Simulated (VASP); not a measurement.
Write the native input for VASP 6.6.1 that does the following.

- Task: density of states
- Functional: PBE
- Potentials or basis: VASP PAW PBE potentials, release 64 (Zn, Cd, S, O)
- Cutoff: 520 eV
- k mesh: 10 × 10 × 4
- Occupations: gaussian, width 0.1 eV
- Spin: no spin polarisation
- Dipole correction: no
- k mesh for the DOS: 15 × 15 × 6
- Occupations for the DOS: tetrahedron
- Further INCAR settings: ALGO = Normal; EDIFF = 1e-06

Crystal: ZnCd3SO.

```
Zn Cd S O
1.0
     3.59978    0.00000    0.00000
     0.00000    3.59978    0.00000
     0.00000    0.00000   10.28242
Zn Cd S O
1 3 1 1
Direct
  0.50000 0.50000 0.00000
  0.50000 0.50000 0.25946
  0.50000 0.50000 0.74054
  0.00000 0.00000 0.00000
  0.50000 0.50000 0.50000
  0.00000 0.00000 0.50000
```

These files were run (other wordings do the same):

POSCAR

```
ZnCd3SO
1.0
    3.5997770556      0.0000000000      0.0000000000
    0.0000000000      3.5997770556      0.0000000000
    0.0000000000      0.0000000000     10.2824221424
Zn Cd S O
1 3 1 1
Direct
    0.5000000000      0.5000000000      0.0000000000
    0.5000000000      0.5000000000      0.2594590441
    0.5000000000      0.5000000000      0.7405409559
    0.0000000000      0.0000000000      0.0000000000
    0.5000000000      0.5000000000      0.5000000000
    0.0000000000      0.0000000000      0.5000000000
```

INCAR.step1

```
PREC = Accurate
ENCUT = 520
EDIFF = 1E-6
ISMEAR = 0
SIGMA = 0.1
LREAL = False
LASPH = True
NELM = 100
ALGO = Normal
ISIF = 2
LWAVE = False
LCHARG = True
GGA = PE
NBANDS = 39
```

KPOINTS.step1

```
regular mesh
0
Gamma
  10 10 4
```

INCAR.step2

```
PREC = Accurate
ENCUT = 520
EDIFF = 1E-6
ISMEAR = -5
SIGMA = 0.1
LREAL = False
LASPH = True
NELM = 100
ALGO = Normal
ISIF = 2
LWAVE = False
LCHARG = False
GGA = PE
LORBIT = 11
NEDOS = 1001
ICHARG = 11
```

KPOINTS.step2

```
regular mesh
0
Gamma
  15 15 6
```

Potentials or basis: VASP PAW PBE potentials, release 64 (Zn, Cd, S, O).

Command:

```console
$ cat potpaw_PBE.64/Zn/POTCAR potpaw_PBE.64/Cd/POTCAR potpaw_PBE.64/S/POTCAR potpaw_PBE.64/O/POTCAR > POTCAR
$ cp INCAR.step1 INCAR
$ cp KPOINTS.step1 KPOINTS
$ mpirun -np 1 vasp_std > vasp.out
$ cp INCAR.step2 INCAR
$ cp KPOINTS.step2 KPOINTS
$ mpirun -np 1 vasp_std > vasp.out
```

It gave:

| Property | Result |
| --- | --- |
| Valence electrons inside the program's atomic spheres | Zn 10.88; Cd 10.28, 10.42; S 3.49; O 4.67 |

Run time: 14 min on 1 thread of Oxide Virtual Turin-like Processor, on a shared host, peak memory 0.67 GiB.
